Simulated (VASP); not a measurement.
The system is Li2O.

```
Li O
1.0
     0.00000    2.28637    2.28637
     2.28637    0.00000    2.28637
     2.28637    2.28637    0.00000
Li O
2 1
Cartesian
  1.1432 1.1432 1.1432
  3.4296 3.4296 3.4296
  0.0000 0.0000 0.0000
```

Base run:

- Program: VASP 6.6.1
- Functional: r2SCAN
- Potentials or basis: VASP PAW PBE potentials, release 64 (Li_sv, O)
- Cutoff: 830 eV
- k mesh: 8 × 8 × 8
- Occupations: gaussian, width 0.01 eV
- Spin: no spin polarisation

Its results: band gap on the k mesh 5.73 eV, indirect (least direct gap 6.35 eV); pressure 0.2 GPa.

**Question.** The run is repeated on the same cell with these changes: functional from r2SCAN to PBE; cutoff from 830 eV to 750 eV. What comes out?

**Answer.** Band gap on the k mesh 5.04 eV, indirect (least direct gap 5.49 eV); pressure 2.7 GPa.

r2SCAN gives the wider gap, since meta-GGAs in the generalised Kohn-Sham scheme recover part of the derivative discontinuity.

Caveats: the PAW data sets were made with another functional, which shifts forces and pressure a little (some runs).

A k mesh can miss the band edges.
